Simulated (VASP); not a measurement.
# Zr (P6_3/mmc) in VASP: a series of runs

The runs below take Zr through single point, relaxation of cell and atoms, with PBEsol.

Everything below comes from runs of VASP 6.6.1. Logs are shortened: lines on timing, memory, paths and dates and some standing lists are left out, and cuts for length are marked.

## Step 1: The cell of the first run

The structure is hexagonal, space group P6_3/mmc (No. 194). The conventional cell has a = 3.182 Å, b = 3.182 Å, c = 5.125 Å, α = 90.00°, β = 90.00°, γ = 120.00°. Within 4.1 Å of Zr (site symmetry -6m2) lie 12 Zr at 3.15 to 3.18 Å.

## Step 2: Single point, PBEsol

File INCAR:

```
SYSTEM = Zr
PREC = Accurate
ENCUT = 520
EDIFF = 1E-6
ISMEAR = -1
SIGMA = 0.05
LREAL = .FALSE.
LASPH = .TRUE.
NELM = 60
ALGO = Fast
ISIF = 2
LWAVE = .FALSE.
LCHARG = .FALSE.
GGA = PS
NBANDS = 19
```

File KPOINTS:

```
Automatic mesh
0
G
  9 9 5
  0 0 0
```

File POSCAR:

```
Zr
1.0
    3.1818370469      0.0000000000      0.0000000000
   -1.5909185235      2.7555517133      0.0000000000
    0.0000000000      0.0000000000      5.1248003998
Zr
2
Direct
    0.6666666667      0.3333333333      0.7500000000
    0.3333333333      0.6666666667      0.2500000000
```

Potentials or basis: VASP PAW PBE potentials, release 64 (Zr_sv).

Launch:

```bash
> cat potpaw_PBE.64/Zr_sv/POTCAR > POTCAR
> mpirun -np 1 vasp_std > vasp.out
```

OUTCAR:

```text
SYSTEM = Zr
   PREC = Accurate
   ENCUT = 520
   EDIFF = 1E-6
   ISMEAR = -1
   LREAL = .FALSE.
   LASPH = .TRUE.
   NELM = 60
   ISIF = 2
   GGA = PS

 ion  position               nearest neighbor table
   1  0.667  0.333  0.750-   2 3.15   2 3.15   2 3.15   2 3.15   2 3.15   2 3.15
   2  0.333  0.667  0.250-   1 3.15   1 3.15   1 3.15   1 3.15   1 3.15   1 3.15

  LATTYP: Found a hexagonal cell.
 ALAT       =     3.1818370469
 C/A-ratio  =     1.6106420047

  Lattice vectors:

 A1 = (   3.1818370469,   0.0000000000,   0.0000000000)
 A2 = (  -1.5909185235,   2.7555517133,   0.0000000000)
 A3 = (   0.0000000000,   0.0000000000,   5.1248003998)

Analysis of symmetry for initial positions (statically):
=====================================================================
 Subroutine PRICEL returns:
 Original cell was already a primitive cell.

 Routine SETGRP: Setting up the symmetry group for a
 hexagonal supercell.

 Subroutine GETGRP returns: Found 24 space group operations
 (whereof 12 operations were pure point group operations)
 out of a pool of 24 trial point group operations.

The static configuration has the point symmetry D_3d.
 The point group associated with its full space group is D_6h.

Analysis of symmetry for dynamics (positions and initial velocities):
=====================================================================
 Subroutine PRICEL returns:
 Original cell was already a primitive cell.

 Routine SETGRP: Setting up the symmetry group for a
 hexagonal supercell.

 Subroutine GETGRP returns: Found 24 space group operations
 (whereof 12 operations were pure point group operations)
 out of a pool of 24 trial point group operations.

The dynamic configuration has the point symmetry D_3d.
 The point group associated with its full space group is D_6h.

 Subroutine INISYM returns: Found 24 space group operations
 (whereof 12 operations are pure point group operations),
 and found     1 'primitive' translations

----------------------------------------------------------------------------------------

                                     Primitive cell

  volume of cell :      44.9328

  direct lattice vectors                    reciprocal lattice vectors
     3.181837047  0.000000000  0.000000000     0.314283851  0.181451866  0.000000000
    -1.590918524  2.755551713  0.000000000     0.000000000  0.362903732  0.000000000
     0.000000000  0.000000000  5.124800400     0.000000000  0.000000000  0.195129551

  length of vectors
     3.181837047  3.181837047  5.124800400     0.362903732  0.362903732  0.195129551

  position of ions in fractional coordinates (direct lattice)
     0.666666667  0.333333333  0.750000000
     0.333333333  0.666666667  0.250000000

  ion indices of the primitive-cell ions
   primitive index   ion index
                 1           1
                 2           2

----------------------------------------------------------------------------------------

 KPOINTS: Automatic mesh

Automatic generation of k-mesh.
 Grid dimensions read from file:
 generate k-points for:    9    9    5

 Generating k-lattice:

  Cartesian coordinates                     Fractional coordinates (reciprocal lattice)
     0.034920428  0.020161318  0.000000000     0.111111111 -0.000000000  0.000000000
     0.000000000  0.040322637  0.000000000     0.000000000  0.111111111  0.000000000
     0.000000000  0.000000000  0.039025910     0.000000000  0.000000000  0.200000000

  Length of vectors
     0.040322637  0.040322637  0.039025910

  Shift w.r.t. Gamma in fractional coordinates (k-lattice)
     0.000000000  0.000000000  0.000000000

 Subroutine IBZKPT returns following result:
 ===========================================

 Found     36 irreducible k-points:

 Following reciprocal coordinates:
            Coordinates               Weight
  0.000000  0.000000  0.000000      1.000000
  0.111111  0.000000  0.000000      6.000000
  0.222222  0.000000  0.000000      6.000000
  0.333333 -0.000000  0.000000      6.000000
  0.444444  0.000000  0.000000      6.000000
  0.111111  0.111111  0.000000      6.000000
[... 16 lines left out ...]
  0.333333  0.222222  0.200000     24.000000
  0.333333  0.333333  0.200000      4.000000
 [... further k-points ...]
   k-points           NKPTS =     36   k-points in BZ     NKDIM =     36   number of bands    NBANDS=     19
   number of dos      NEDOS =    301   number of ions     NIONS =      2
   total plane-waves  NPLWV =  23040
   dimension x,y,z NGX =    24 NGY =   24 NGZ =   40
   dimension x,y,z NGXF=    48 NGYF=   48 NGZF=   80
   ions per type =               2
   NGX,Y,Z   is equivalent  to a cutoff of  12.54, 12.54, 12.98 a.u.
   NGXF,Y,Z  is equivalent  to a cutoff of  25.08, 25.08, 25.95 a.u.
 SYSTEM =  Zr
   PREC   = accura    normal or accurate (medium, high low for compatibility)
   ISTART =      0    job   : 0-new  1-cont  2-samecut
   ICHARG =      2    charge: 1-file 2-atom 10-const
   ISPIN  =      1    spin polarized calculation?
   LNONCOLLINEAR =      F non collinear calculations
   LSORBIT =      F    spin-orbit coupling
   LASPH  =      T    aspherical Exc in radial PAW
   ENCUT  =  520.0 eV  38.22 Ry    6.18 a.u.   5.92  5.92  9.53*2*pi/ulx,y,z
   NELM   =     60;   NELMIN=  2; NELMDL= -5     # of ELM steps
   EDIFF  = 0.1E-05   stopping-criterion for ELM
   LREAL  =      F    real-space projection
   EDIFFG = 0.1E-04   stopping-criterion for IOM
   NSW    =      0    number of steps for IOM
   IBRION =     -1    ionic relax: 0-MD 1-quasi-New 2-CG
   NFREE  =      0    steps in history (QN), initial steepest desc. (CG)
   ISIF   =      2    stress and relaxation
   ISYM   =      2    0-nonsym 1-usesym 2-fastsym
   POTIM  = 0.5000    time-step for ionic-motion
   TEBEG  =    0.0;   TEEND  =   0.0 temperature during run
   PSTRESS=    0.0 pullay stress
   NELECT =      24.0000    total number of electrons
   NUPDOWN=      -1.0000    fix difference up-down
   EMIN   =  10.00;   EMAX   =-10.00  energy-range for DOS
   EFERMI =   0.00;   METHOD = LEGACY
   ISMEAR =    -1;   SIGMA  =   0.05  broadening in eV -4-tet -1-fermi 0-gaus
   EFERMI_NEDOS =   21; number of points for ismear=-14 and -15
   IALGO  =     68    algorithm
   IMIX   =      4    mixing-type and parameters
     AMIX     =   0.40;   BMIX     =  1.00
     AMIX_MAG =   1.60;   BMIX_MAG =  1.00
  volume/ion in A,a.u.               =      22.47       151.61
  Fermi-wavevector in a.u.,A,eV,Ry     =   1.328283  2.510092 24.005261  1.764337
  Thomas-Fermi vector in A             =   2.457533
   LORBIT       =      0    0 simple, 1 ext, 2 COOP (PROOUT), +10 PAW based schemes
   GGA     = PS    functional components
   LHFCALC =     F    Hartree Fock is set to
   AEXX    =    0.0000 exact exchange contribution
   IVDW    =     0    specifies the selected vdW correction
   LEPSILON=     F    determine dielectric tensor
   LRPA    =     F    only Hartree local field effects (RPA)
 non-spin polarized calculation
 RMM-DIIS sequential band-by-band and
  energy-cutoff  :      520.00
  volume of cell :       44.93
 maximum number of plane-waves:      1226
 NGX is ok and might be reduce to    24
   NGX = 11   NGY = 11   NGZ = 19

 number of electron      24.0000000 magnetization

 Free energy of the ion-electron system (eV)
  ---------------------------------------------------
  ext. energy  EPLUGINS =         0.00000000
  ---------------------------------------------------
  free energy    TOTEN  =       -18.17576126 eV

  energy without entropy =      -18.15894628  energy(sigma->0) =      -18.16735377

 E-fermi :   9.2636     XC(G=0): -11.3664

 val. band max:        9.2496113397   @ k =   0.1111   0.0000   0.4000
 cond. band min:       9.2659657501   @ k =   0.0000   0.0000   0.4000
 fundamental gap:      0.0163544104
 Fermi energy:         9.2636490790

 k-point     1 :       0.0000    0.0000    0.0000
  band No.  band energies     occupation
      1     -39.4014      2.00000
      2     -39.2279      2.00000
      3     -18.0086      2.00000
      4     -17.0278      2.00000
      5     -17.0278      2.00000
      6     -16.8936      2.00000
[... 11 lines left out ...]
     18      11.5433      0.00000
     19      13.8947      0.00000

 k-point     2 :       0.1111    0.0000    0.0000
  band No.  band energies     occupation
      1     -39.3849      2.00000
      2     -39.2206      2.00000
      3     -17.9664      2.00000
      4     -17.1243      2.00000
      5     -17.0585      2.00000
      6     -16.9769      2.00000
[... 11 lines left out ...]
     18      11.2439      0.00000
     19      14.1085      0.00000

 k-point     3 :       0.2222    0.0000    0.0000
  band No.  band energies     occupation
      1     -39.3416      2.00000
      2     -39.2033      2.00000
      3     -17.8502      2.00000
      4     -17.3679      2.00000
      5     -17.2168      2.00000
      6     -17.1321      2.00000
[... 11 lines left out ...]
     18      12.0702      0.00000
     19      14.4537      0.00000

 k-point     4 :       0.3333   -0.0000    0.0000
  band No.  band energies     occupation
      1     -39.2878      2.00000
      2     -39.1876      2.00000
      3     -17.6903      2.00000
      4     -17.6417      2.00000
      5     -17.4727      2.00000
      6     -17.2110      2.00000
[... 11 lines left out ...]
     18      13.3602      0.00000
     19      14.6738      0.00000

 k-point     5 :       0.4444    0.0000    0.0000
  band No.  band energies     occupation
      1     -39.2466      2.00000
      2     -39.1831      2.00000
      3     -17.8177      2.00000
      4     -17.6320      2.00000
      5     -17.5473      2.00000
      6     -17.2605      2.00000
[... 11 lines left out ...]
     18      14.7334      0.00000
     19      14.7611      0.00000
[... 334 lines left out ...]
      2     -39.1886      2.00000
      3     -17.8669      2.00000
      4     -17.7091      2.00000
      5     -17.4198      2.00000
      6     -17.2701      2.00000
[... 11 lines left out ...]
     18      14.6154      0.00000
     19      15.5084      0.00000

 k-point    22 :       0.2222    0.2222    0.2000
  band No.  band energies     occupation
      1     -39.2540      2.00000
      2     -39.1908      2.00000
      3     -17.7277      2.00000
      4     -17.6458      2.00000
      5     -17.3958      2.00000
      6     -17.3259      2.00000
[... 11 lines left out ...]
     18      14.1531      0.00000
     19      15.1141      0.00000

 k-point    23 :       0.3333    0.2222    0.2000
  band No.  band energies     occupation
      1     -39.2207      2.00000
      2     -39.1889      2.00000
      3     -17.7637      2.00000
      4     -17.6655      2.00000
      5     -17.4799      2.00000
      6     -17.3151      2.00000
[... 11 lines left out ...]
     18      14.5496      0.00000
     19      16.1361      0.00000

 k-point    24 :       0.3333    0.3333    0.2000
  band No.  band energies     occupation
      1     -39.1987      2.00000
      2     -39.1987      2.00000
      3     -17.6488      2.00000
      4     -17.6324      2.00000
      5     -17.6324      2.00000
      6     -17.3663      2.00000
[... 11 lines left out ...]
     18      13.8398      0.00000
     19      16.2933      0.00000

 [... further k-points ...]
[... 5 lines left out ...]
  --------------------------------------------------------------------------------------
  -------------------------------------------------------------------------------------
  Total        0.0170034      0.0170034      0.0234890     -0.0000000     -0.0000000      0.0000000
  in kB        0.6062924      0.6062924      0.8375507     -0.0000000     -0.0000000      0.0000000
  external PRESSURE =       0.6833785 kB  Pullay stress =       0.0000000 kB

 VOLUME and BASIS-vectors are now :
 -----------------------------------------------------------------------------
  energy-cutoff  :      520.00
  volume of cell :       44.93
      direct lattice vectors                 reciprocal lattice vectors
     3.181837047  0.000000000  0.000000000     0.314283851  0.181451866  0.000000000
    -1.590918524  2.755551713  0.000000000     0.000000000  0.362903732  0.000000000
     0.000000000  0.000000000  5.124800400     0.000000000  0.000000000  0.195129551

 POSITION                                       TOTAL-FORCE (eV/Angst)
 -----------------------------------------------------------------------------------
      1.59092      0.91852      3.84360        -0.000000      0.000000      0.000000
     -0.00000      1.83703      1.28120         0.000000     -0.000000      0.000000
 -----------------------------------------------------------------------------------
    total drift:                               -0.000000      0.000000     -0.000000

  FREE ENERGIE OF THE ION-ELECTRON SYSTEM (eV)
  ---------------------------------------------------
  free  energy   TOTEN  =       -18.1757612568 eV

  energy  without entropy=      -18.1589462753  energy(sigma->0) =      -18.16735377
```

Wall time 75 s (1 thread of Intel Xeon 8259CL, shared host); peak memory 0.16 GiB.

Results:

```
Free energy            : -18.1758 eV
Pressure               : 0.1 GPa
Band gap on the k mesh : zero (bands 12 and 13 overlap by 1.13 eV)
```

Levels at points of the mesh, in eV from the Fermi level:
```
           k point  band 9  band 10  band 11  band 12  band 13  band 14  band 15  band 16
(0.00, 0.00, 0.00)   -5.73    -3.14     0.88     0.88     0.93     1.23     1.59     1.59
```

Caveat: the PAW data sets were made with another functional, which shifts forces and pressure a little.

[end of part 1 of 2]
